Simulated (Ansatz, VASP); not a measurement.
## Two plane-wave programs on FeO

File INCAR:

```
SYSTEM = FeO
PREC = Accurate
ENCUT = 600
EDIFF = 1E-6
ISMEAR = 0
SIGMA = 0.1
LREAL = .False.
LASPH = .True.
NELM = 150
ALGO = Normal
ISIF = 3
LWAVE = .False.
LCHARG = .False.
ISPIN = 2
MAGMOM = 3.84 0.33
LORBIT = 11
LMAXMIX = 4
GGA = PE
IBRION = 2
NSW = 90
EDIFFG = -0.04
```

KPOINTS

```
Automatic mesh
0
Gamma
  8 8 8
  0 0 0
```

File POSCAR:

```
FeO
1.0
   -1.5844614122      1.5844614122      2.2140954250
    1.5844614122     -1.5844614122      2.2140954250
    1.5844614122      1.5844614122     -2.2140954250
Fe O
1 1
Direct
    0.0000000000      0.0000000000      0.0000000000
    0.5000000000      0.5000000000      0.0000000000
```

Input for Ansatz:

```yaml
crystal:
  lattice:
    - [-1.5844614122, 1.5844614122, 2.214095425]
    - [1.5844614122, -1.5844614122, 2.214095425]
    - [1.5844614122, 1.5844614122, -2.214095425]
  atoms:
    - { symbol: Fe, position: [0.0, 0.0, 0.0], spin: 3.84 }
    - { symbol: O, position: [0.5, 0.5, 0.0], spin: 0.33 }
basis:
  ecutwfc: 420
kpoints:
  mp_grid: { grid: [8, 8, 8] }
hamiltonian:
  xc: pbe
scf:
  occupations: { method: gaussian, width: 0.1 }
  lower_state_search: "off"
output:
  forces: true
  stress: true
  eigenvalues: true
  populations: true
magnetization:
  spin_polarized: true
relax:
  adjacent_minimum: "off"
  f_tol: 0.04
  max_steps: 70
  cell: { stress_tol: 0.4 }
```

Alike in both runs: task relaxation of cell and atoms; functional PBE; k mesh 8 × 8 × 8; occupations gaussian, width 0.1 eV; collinear spin.

```csv
,VASP,Ansatz
version,VASP 6.6.1,Ansatz 0.2.0
potentials or method,"VASP PAW PBE potentials, release 64 (Fe, O), cutoff 600 eV","scalar-relativistic, plane waves, PAW"
valence electrons in the cell,14,22
```

VASP gave:

| Quantity | Value |
| --- | --- |
| gap on the k mesh at the Fermi level, each at its own relaxed structure (eV) | none |
| net moment per atom (μB) | 2.00 |
| size of the moment on the site where the two differ most (μB) | 3.62 |
| relaxed volume (Å³/atom) | 10.01 |
| relaxed cell length with the largest relative difference (Å) | 3.043 |

Task: Estimate Ansatz's values.

Result: gap on the k mesh at the Fermi level, each at its own relaxed structure (eV): none; net moment per atom (μB): 2.00; size of the moment on the site where the two differ most (μB): 3.45; relaxed volume (Å³/atom): 10.02; relaxed cell length with the largest relative difference (Å): 3.047.

Site moments also hang on the region over which each program counts them. A gap of «none» marks a metal or a gap that the smearing closes. VASP's potentials hold 14 valence electrons a cell and Ansatz's 22, so a difference there can come from the potentials and not from the codes.
